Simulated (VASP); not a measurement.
Write the native input for VASP 6.6.1 that does the following.

| Property | Result |
| --- | --- |
| Task | single point |
| Functional | PBEsol |
| Potentials or basis | VASP PAW PBE potentials, release 64 (Rh_pv) |
| Cutoff | 520 eV |
| k mesh | 24 × 24 × 24 |
| Occupations | gaussian, width 0.1 eV |
| Spin | no spin polarisation |
| Dipole correction | no |
| Further INCAR settings | ALGO = Normal; EDIFF = 1e-07; NBANDS = 14 |

The structure of Rh lies in POSCAR:

```
Rh
1.0
    0.0000000000      1.9147658271      1.9147658271
    1.9147658271      0.0000000000      1.9147658271
    1.9147658271      1.9147658271      0.0000000000
Rh
1
Direct
    0.0000000000      0.0000000000      0.0000000000
```

The input as run:

INCAR

```
ALGO = Normal
EDIFF = 1E-7
ENCUT = 520
GGA = PS
ISIF = 2
ISMEAR = 0
LASPH = True
LCHARG = False
LREAL = False
LWAVE = False
NBANDS = 14
NELM = 100
PREC = Accurate
SIGMA = 0.1
```

KPOINTS

```
k-points
0
Gamma
  24 24 24
```

Potentials or basis: VASP PAW PBE potentials, release 64 (Rh_pv).

Launch:

```bash
$ cat potpaw_PBE.64/Rh_pv/POTCAR > POTCAR
$ mpirun -np 1 vasp_std > vasp.out
```

Results of the run:

| Quantity | Value |
| --- | --- |
| Pressure | -10.6 GPa |
| Band gap on the k mesh | zero (an odd number of electrons rules out a gap without spin polarisation) |

Caveat: the cell stands under tension; the PAW data sets were made with another functional, which shifts forces and pressure a little.

Wall time 100 s on 1 thread of Intel Xeon 8259CL (shared host), peak memory 0.19 GiB.
